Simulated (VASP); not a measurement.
# Te (P6_3/mmc) in VASP: further runs, part 2 of 2

VASP 6.6.1.

### Step 3. Single point, r2SCAN (volume scaled by 0.96)

Input file POSCAR:

```
Te
1.0
    4.0057653685      0.0000000000      0.0000000000
   -2.0028826842      3.4690945708      0.0000000000
    0.0000000000      0.0000000000      4.3282674719
Te
2
Direct
    0.3333333333      0.6666666667      0.2500000000
    0.6666666667      0.3333333333      0.7500000000
```

Input file INCAR.step1:

```
PREC = Accurate
ENCUT = 520
ISMEAR = -1
SIGMA = 0.1
LREAL = F
LASPH = T
NELM = 60
NBANDS = 13
GGA = PE
ALGO = Normal
EDIFF = 1E-4
LWAVE = T
LCHARG = F
```

Input file INCAR.step2:

```
PREC = Accurate
ENCUT = 520
EDIFF = 1E-6
ISMEAR = -1
SIGMA = 0.1
LREAL = F
LASPH = T
NELM = 60
ALGO = Normal
ISIF = 2
LWAVE = F
LCHARG = T
METAGGA = R2SCAN
LMIXTAU = T
LELF = T
LVHAR = T
NBANDS = 13
ISTART = 1
```

Input file KPOINTS:

```
Automatic mesh
0
Gamma
  10 10 8
```

Potentials or basis: VASP PAW PBE potentials, release 64 (Te).

The run is started by

```console
> cat potpaw_PBE.64/Te/POTCAR > POTCAR
> cp INCAR.step1 INCAR
> mpirun -np 1 vasp_std > vasp.out
> cp INCAR.step2 INCAR
> mpirun -np 1 vasp_std > vasp.out
```

OUTCAR:

```text
PREC = Accurate
   ENCUT = 520
   EDIFF = 1E-6
   ISMEAR = -1
   LREAL = F
   LASPH = T
   NELM = 60
   ISIF = 2
   METAGGA = R2SCAN
   ISTART = 1

 ion  position               nearest neighbor table
   1  0.333  0.667  0.250-   2 3.17   2 3.17   2 3.17   2 3.17   2 3.17   2 3.17
   2  0.667  0.333  0.750-   1 3.17   1 3.17   1 3.17   1 3.17   1 3.17   1 3.17

  LATTYP: Found a hexagonal cell.
 ALAT       =     4.0057653685
 C/A-ratio  =     1.0805094841

  Lattice vectors:

 A1 = (   4.0057653685,   0.0000000000,   0.0000000000)
 A2 = (  -2.0028826842,   3.4690945708,   0.0000000000)
 A3 = (   0.0000000000,   0.0000000000,   4.3282674719)

Analysis of symmetry for initial positions (statically):
=====================================================================
 Subroutine PRICEL returns:
 Original cell was already a primitive cell.

 Routine SETGRP: Setting up the symmetry group for a
 hexagonal supercell.

 Subroutine GETGRP returns: Found 24 space group operations
 (whereof 12 operations were pure point group operations)
 out of a pool of 24 trial point group operations.

The static configuration has the point symmetry D_3d.
 The point group associated with its full space group is D_6h.

[... 167 lines left out ...]

 k-point     1 :       0.0000    0.0000    0.0000
  band No.  band energies     occupation
      1      -7.3542      2.00000
      2      -1.4745      2.00000
      3       2.2644      2.00000
      4       5.0997      2.00000
      5       5.0997      2.00000
      6       8.1632      0.00025
      7       8.1632      0.00025
      8      10.7263      0.00000
      9      10.9930      0.00000
     10      13.7887      0.00000
     11      15.7162      0.00000
     12      15.7162      0.00000
     13      16.8297      0.00000
[... 354 lines left out ...]
  band No.  band energies     occupation
      1      -5.4115      2.00000
      2      -3.7211      2.00000
      3       2.4050      2.00000
      4       3.3777      2.00000
      5       4.8249      2.00000
      6       5.7033      2.00000
      7       8.1227      0.00038
      8       8.7752      0.00000
      9      11.3595      0.00000
     10      14.2613      0.00000
     11      16.0885      0.00000
     12      16.7411      0.00000
     13      18.4885      0.00000

 [... further k-points ...]
[... 5 lines left out ...]
  --------------------------------------------------------------------------------------
  -------------------------------------------------------------------------------------
  Total        0.7274243      0.7274243      1.0519427      0.0000000      0.0000000      0.0000000
  in kB       19.3768252     19.3768252     28.0212118      0.0000000      0.0000000      0.0000000
  external PRESSURE =      22.2582874 kB  Pullay stress =       0.0000000 kB

 VOLUME and BASIS-vectors are now :
 -----------------------------------------------------------------------------
  energy-cutoff  :      520.00
  volume of cell :       60.15
      direct lattice vectors                 reciprocal lattice vectors
     4.005765368  0.000000000  0.000000000     0.249640183  0.144129827  0.000000000
    -2.002882684  3.469094571  0.000000000     0.000000000  0.288259654  0.000000000
     0.000000000  0.000000000  4.328267472     0.000000000  0.000000000  0.231039326

 POSITION                                       TOTAL-FORCE (eV/Angst)
 -----------------------------------------------------------------------------------
     -0.00000      2.31273      1.08207         0.000000      0.000000      0.000000
      2.00288      1.15636      3.24620        -0.000000     -0.000000      0.000000
 -----------------------------------------------------------------------------------
    total drift:                                0.000000     -0.000000      0.000000

  FREE ENERGIE OF THE ION-ELECTRON SYSTEM (eV)
  ---------------------------------------------------
  free  energy   TOTEN  =       -50.3892604778 eV

  energy  without entropy=      -50.3560610322  energy(sigma->0) =      -50.37266075
```

OSZICAR.step1:

```text
N       E                     dE             d eps       ncg     rms          rms(c)
DAV:   1     0.453941308656E+02    0.45394E+02   -0.45561E+03  1820   0.748E+02
DAV:   2    -0.327740883565E+01   -0.48672E+02   -0.46596E+02  2434   0.116E+02
DAV:   3    -0.589657640920E+01   -0.26192E+01   -0.25995E+01  2363   0.294E+01
DAV:   4    -0.593359841050E+01   -0.37022E-01   -0.37016E-01  2176   0.413E+00
DAV:   5    -0.593447585371E+01   -0.87744E-03   -0.87744E-03  2330   0.645E-01    0.105E+01
DAV:   6    -0.593698137981E+01   -0.25055E-02   -0.24111E-03  2190   0.312E-01    0.645E+00
DAV:   7    -0.593906593463E+01   -0.20846E-02   -0.46901E-03  2120   0.441E-01    0.164E-01
DAV:   8    -0.593907538919E+01   -0.94546E-05   -0.10175E-04  1683   0.679E-02
   1 F= -.59390754E+01 E0= -.59209480E+01  d E =-.362549E-01
```

It used 120 s of CPU time on 1 thread of AMD EPYC 7R13 Processor (Zen 3), with other jobs on the host.

Results:

```yaml
Free_energy: -50.3893 eV
Pressure: 2.2 GPa
Band_gap_on_the_k_mesh: zero (band 6 reaches 8.16 eV, above the bottom of band 7 at 6.22 eV)
```

Stress tensor (GPa, compression positive):
```
1.94 0.00 0.00
0.00 1.94 0.00
0.00 0.00 2.80
```

Levels at points of the mesh, in eV from the Fermi level:
```csv
k point,band 4,band 5,band 6,band 7,band 8,band 9
"(0.00, 0.00, 0.00)",-2.16,-2.16,0.90,0.90,3.46,3.73
"(0.50, 0.00, 0.00)",-3.74,-2.93,-0.84,-0.77,2.30,3.25
"(0.00, 0.00, 0.50)",-0.59,-0.59,-0.59,-0.47,-0.47,6.77
"(0.50, 0.00, 0.50)",-6.03,-1.65,-1.65,1.15,1.15,7.92
```

Caveat: the cell differs from its parent crystal (volume scaled by 0.96); the PAW data sets were made with another functional, which shifts forces and pressure a little; spin-orbit coupling is left out, which moves the levels of the heavy elements.

### Step 4. Single point, r2SCAN

This run uses another cell than the first one, of 31.33 Å³/atom, 1.087 times its volume.

Input file POSCAR:

```
Te
1.0
    4.0606456864      0.0000000000      0.0000000000
   -2.0303228432      3.5166223202      0.0000000000
    0.0000000000      0.0000000000      4.3875661758
Te
2
Direct
    0.3333333333      0.6666666667      0.2500000000
    0.6666666667      0.3333333333      0.7500000000
```

Input file INCAR.step1:

```
SYSTEM = Te
ALGO = Normal
EDIFF = 1E-4
ENCUT = 520
GGA = PE
ISMEAR = -1
LASPH = .True.
LCHARG = .False.
LREAL = .False.
LWAVE = .True.
NBANDS = 13
NELM = 60
PREC = Accurate
SIGMA = 0.1
```

Input file INCAR.step2:

```
SYSTEM = Te
ALGO = Normal
EDIFF = 1E-6
ENCUT = 520
ISIF = 2
ISMEAR = -1
ISTART = 1
LASPH = .True.
LCHARG = .False.
LMIXTAU = .True.
LREAL = .False.
LWAVE = .False.
METAGGA = R2SCAN
NBANDS = 13
NELM = 60
PREC = Accurate
SIGMA = 0.1
```

Input file KPOINTS:

```
k-points
0
Gamma
  10 10 8
  0 0 0
```

The run is started by

```console
> cat potpaw_PBE.64/Te/POTCAR > POTCAR
> cp INCAR.step1 INCAR
> mpirun -np 1 vasp_std > vasp.out
> cp INCAR.step2 INCAR
> mpirun -np 1 vasp_std > vasp.out
```

It used 150 s of CPU time on 1 thread of AMD EPYC 7R13 Processor (Zen 3), with other jobs on the host.

Results (log left out):

```
Free energy            : -50.4051 eV
Pressure               : -0.1 GPa
Band gap on the k mesh : zero (band 6 reaches 7.58 eV, above the bottom of band 7 at 5.65 eV)
```

Stress tensor (GPa, compression positive):
```
 0.00  0.00  0.00
 0.00  0.00  0.00
 0.00  0.00 -0.41
```

Levels at points of the mesh, in eV from the Fermi level:
| k point | band 3 | band 4 | band 5 | band 6 | band 7 | band 8 | band 9 | band 10 |
| --- | --- | --- | --- | --- | --- | --- | --- | --- |
| (0.00, 0.00, 0.00) | -4.76 | -2.06 | -2.06 | 0.88 | 0.88 | 3.51 | 3.62 | 6.52 |
| (0.50, 0.00, 0.00) | -3.74 | -3.55 | -2.78 | -0.81 | -0.70 | 2.16 | 3.43 | 7.96 |
| (0.00, 0.00, 0.50) | -0.56 | -0.56 | -0.56 | -0.56 | -0.56 | -0.56 | 6.84 | 6.84 |
| (0.50, 0.00, 0.50) | -5.72 | -5.72 | -1.54 | -1.54 | 1.16 | 1.16 | 7.77 | 7.77 |

Caveat: the PAW data sets were made with another functional, which shifts forces and pressure a little; spin-orbit coupling is left out, which moves the levels of the heavy elements.

### Step 5. Single point, r2SCAN (volume scaled by 1.04)

Input file POSCAR:

```
Te
1.0
    4.1140813628      0.0000000000      0.0000000000
   -2.0570406813      3.5628989734      0.0000000000
    0.0000000000      0.0000000000      4.4453039309
Te
2
Direct
    0.3333333333      0.6666666667      0.2500000000
    0.6666666667      0.3333333333      0.7500000000
```

Input file INCAR.step1:

```
SYSTEM = Te
  PREC = Accurate
  ENCUT = 520
  ISMEAR = -1
  SIGMA = 0.1
  LREAL = .FALSE.
  LASPH = .TRUE.
  NELM = 100
  NBANDS = 13
  GGA = PE
  ALGO = Normal
  EDIFF = 1E-4
  LWAVE = .TRUE.
  LCHARG = .FALSE.
```

Input file INCAR.step2:

```
SYSTEM = Te
  PREC = Accurate
  ENCUT = 520
  EDIFF = 1E-6
  ISMEAR = -1
  SIGMA = 0.1
  LREAL = .FALSE.
  LASPH = .TRUE.
  NELM = 100
  ALGO = Normal
  ISIF = 2
  LWAVE = .FALSE.
  LCHARG = .FALSE.
  METAGGA = R2SCAN
  LMIXTAU = .TRUE.
  NBANDS = 13
  ISTART = 1
```

Input file KPOINTS:

```
Automatic mesh
0
G
  10 10 8
  0 0 0
```

Potentials or basis: VASP PAW PBE potentials, release 64 (Te).

The run is started by

```console
> cat potpaw_PBE.64/Te/POTCAR > POTCAR
> cp INCAR.step1 INCAR
> mpirun -np 1 vasp_std > vasp.out
> cp INCAR.step2 INCAR
> mpirun -np 1 vasp_std > vasp.out
```

OUTCAR:

```text
SYSTEM = Te
   PREC = Accurate
   ENCUT = 520
   EDIFF = 1E-6
   ISMEAR = -1
   LREAL = .FALSE.
   LASPH = .TRUE.
   NELM = 100
   ISIF = 2
   METAGGA = R2SCAN
   ISTART = 1

 ion  position               nearest neighbor table
   1  0.333  0.667  0.250-   2 3.25   2 3.25   2 3.25   2 3.25   2 3.25   2 3.25
   2  0.667  0.333  0.750-   1 3.25   1 3.25   1 3.25   1 3.25   1 3.25   1 3.25

  LATTYP: Found a hexagonal cell.
 ALAT       =     4.1140813628
 C/A-ratio  =     1.0805094841

  Lattice vectors:

 A1 = (   4.1140813628,   0.0000000000,   0.0000000000)
 A2 = (  -2.0570406813,   3.5628989734,   0.0000000000)
 A3 = (   0.0000000000,   0.0000000000,   4.4453039309)

Analysis of symmetry for initial positions (statically):
=====================================================================
 Subroutine PRICEL returns:
 Original cell was already a primitive cell.

 Routine SETGRP: Setting up the symmetry group for a
 hexagonal supercell.

 Subroutine GETGRP returns: Found 24 space group operations
 (whereof 12 operations were pure point group operations)
[... 170 lines left out ...]
 fundamental gap:      0.0959071538
 Fermi energy:         6.1767952630

 k-point     1 :       0.0000    0.0000    0.0000
  band No.  band energies     occupation
      1      -7.7805      2.00000
      2      -2.7203      2.00000
      3       1.6464      2.00000
      4       4.2084      2.00000
      5       4.2084      2.00000
      6       7.0336      0.00038
      7       7.0336      0.00038
      8       9.4952      0.00000
      9       9.9432      0.00000
     10      12.6826      0.00000
     11      14.5643      0.00000
     12      14.5643      0.00000
     13      15.6786      0.00000
[... 354 lines left out ...]
  band No.  band energies     occupation
      1      -6.0660      2.00000
      2      -4.5800      2.00000
      3       1.7458      2.00000
      4       2.6788      2.00000
      5       3.9562      2.00000
      6       4.7293      2.00000
      7       6.9876      0.00060
      8       7.5486      0.00000
      9      10.5418      0.00000
     10      13.1948      0.00000
     11      14.9123      0.00000
     12      15.5393      0.00000
     13      17.1354      0.00000

 [... further k-points ...]
[... 5 lines left out ...]
  --------------------------------------------------------------------------------------
  -------------------------------------------------------------------------------------
  Total       -0.6279511     -0.6279511     -1.2077344     -0.0000000     -0.0000000      0.0000000
  in kB      -15.4404015    -15.4404015    -29.6964263     -0.0000000     -0.0000000      0.0000000
  external PRESSURE =     -20.1924097 kB  Pullay stress =       0.0000000 kB

 VOLUME and BASIS-vectors are now :
 -----------------------------------------------------------------------------
  energy-cutoff  :      520.00
  volume of cell :       65.16
      direct lattice vectors                 reciprocal lattice vectors
     4.114081363  0.000000000  0.000000000     0.243067628  0.140335161  0.000000000
    -2.057040681  3.562898973  0.000000000     0.000000000  0.280670321  0.000000000
     0.000000000  0.000000000  4.445303931     0.000000000  0.000000000  0.224956497

 POSITION                                       TOTAL-FORCE (eV/Angst)
 -----------------------------------------------------------------------------------
     -0.00000      2.37527      1.11133        -0.000000     -0.000000      0.000000
      2.05704      1.18763      3.33398         0.000000      0.000000      0.000000
 -----------------------------------------------------------------------------------
    total drift:                               -0.000000      0.000000     -0.000000

  FREE ENERGIE OF THE ION-ELECTRON SYSTEM (eV)
  ---------------------------------------------------
  free  energy   TOTEN  =       -50.3877972872 eV

  energy  without entropy=      -50.3519219365  energy(sigma->0) =      -50.36985961
```

It used 160 s of CPU time on 1 thread of AMD EPYC 7R13 Processor (Zen 3) (shared host).

What came out:

* Free energy: -50.3878 eV
* Pressure: -2.0 GPa
* Band gap on the k mesh: zero (band 6 reaches 7.03 eV, above the bottom of band 7 at 5.13 eV)

Caveat: the cell differs from its parent crystal (volume scaled by 1.04); the PAW data sets were made with another functional, which shifts forces and pressure a little; spin-orbit coupling is left out, which moves the levels of the heavy elements.

### Step 6. Summary

| cell | gap on the mesh (eV) | pressure (GPa) |
| --- | --- | --- |
| a = 3.949, b = 3.949, c = 4.267 Å, angles 90.0, 90.0, 120.0°, 2 atoms | none | 5.2 |
| a = 4.006, b = 4.006, c = 4.328 Å, angles 90.0, 90.0, 120.0°, 2 atoms | none | 2.2 |
| a = 4.061, b = 4.061, c = 4.388 Å, angles 90.0, 90.0, 120.0°, 2 atoms | none | -0.1 |
| a = 4.114, b = 4.114, c = 4.445 Å, angles 90.0, 90.0, 120.0°, 2 atoms | none | -2.0 |

Alike in all rows: task single point; level r2SCAN; potentials or basis VASP PAW PBE potentials, release 64 (Te); no spin polarisation; k mesh 10 × 10 × 8; cutoff (eV) 520; smearing fermi-dirac 0.1 eV.

Caveats: the PAW data sets were made with another functional, which shifts forces and pressure a little; spin-orbit coupling is left out, which moves the levels of the heavy elements.

Absolute energies hang on the potentials; compare differences alone.
